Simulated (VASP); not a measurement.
Here is a VASP 6.6.1 calculation.

INCAR

```
SYSTEM = Ir
PREC = Accurate
ENCUT = 600
EDIFF = 1E-7
ISMEAR = 0
SIGMA = 0.1
LREAL = .False.
LASPH = .True.
NELM = 80
ALGO = Normal
ISIF = 3
LWAVE = .False.
LCHARG = .False.
GGA = PE
IBRION = 2
NSW = 80
EDIFFG = -0.05
```

The input KPOINTS:

```
regular mesh
0
Gamma
  6 6 6
  0 0 0
```

The input POSCAR:

```
Ir
1.0
    0.0000000000      3.3615455570      3.3615455570
    3.3615455570      0.0000000000      3.3615455570
    3.3615455570      3.3615455570      0.0000000000
Ir
2
Direct
    0.0000000000      0.0000000000      0.0000000000
    0.2500000000      0.2500000000      0.2500000000
```

Potentials or basis: VASP PAW PBE potentials, release 64 (Ir).

The run is started by

```console
$ cat potpaw_PBE.64/Ir/POTCAR > POTCAR
$ mpirun -np 1 vasp_std > vasp.out
```

Q: What does it give for the space group after relaxing (to 0.1 Å)?

A: Fd-3m (No. 227).

Q: Estimate the band gap on the k mesh.

A: Zero (bands 9 and 10 overlap by 1.31 eV).

Q: Predict the relaxed cell.

A: a = 3.938 Å, b = 3.938 Å, c = 3.938 Å, α = 60.00°, β = 60.00°, γ = 60.00°.

The path:
```tsv
step	energy change (eV)	largest force (eV/Å)	pressure (GPa)	volume (Å³)
1	0.0000	0.0000	-23.09	75.97
2	-0.1969	0.0000	144.35	30.28
3	-2.4978	0.0000	-25.84	60.01
4	-3.8457	0.0000	-19.78	50.90
5	-4.1323	0.0000	23.26	39.01
6	-4.3895	0.0000	-4.62	44.38
7	-4.4069	0.0000	-0.72	43.36
8	-4.4056	0.0000	1.53	42.83
9	-4.3985	0.0000	-3.30	44.02
10	-4.4073	0.0000	-0.01	43.19
```

Caveat: the volume moved by over 15 % at a fixed basis, so the end points are rough; spin-orbit coupling is left out, which moves the levels of the heavy elements.
